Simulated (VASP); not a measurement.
Runs of VASP 6.6.1 on LaS. The structure is that of space group Fm-3m (No. 225), or close to it. The cells are those of the table. 

```tsv
cell	gap on the mesh (eV)	pressure (GPa)
a = 4.221 Å, angles 60.0°, 2 atoms	none	(b)
a = 4.055 Å, angles 60.0°, 2 atoms	none	1.6
a = 4.180 Å, angles 60.0°, 2 atoms	none	(a)
a = 4.098 Å, angles 60.0°, 2 atoms	none	-1.4
a = 4.139 Å, angles 60.0°, 2 atoms	none	-3.9
```

Alike in all rows: task single point; level LDA; potentials or basis VASP PAW LDA potentials, release 64 (La, S); no spin polarisation; k mesh 9 × 9 × 9; cutoff (eV) 520; smearing fermi-dirac 0.01 eV.

Question: Estimate the missing entries.

Answer: (a) -6.0; (b) -7.8.

Caveats: spin-orbit coupling is left out, which moves the levels of the heavy elements; the cell stands under tension (at least some runs).

A k mesh can miss the band edges, and the runs leave out spin-orbit coupling on La.

A gap of «none» marks levels without a gap at the run's occupations.
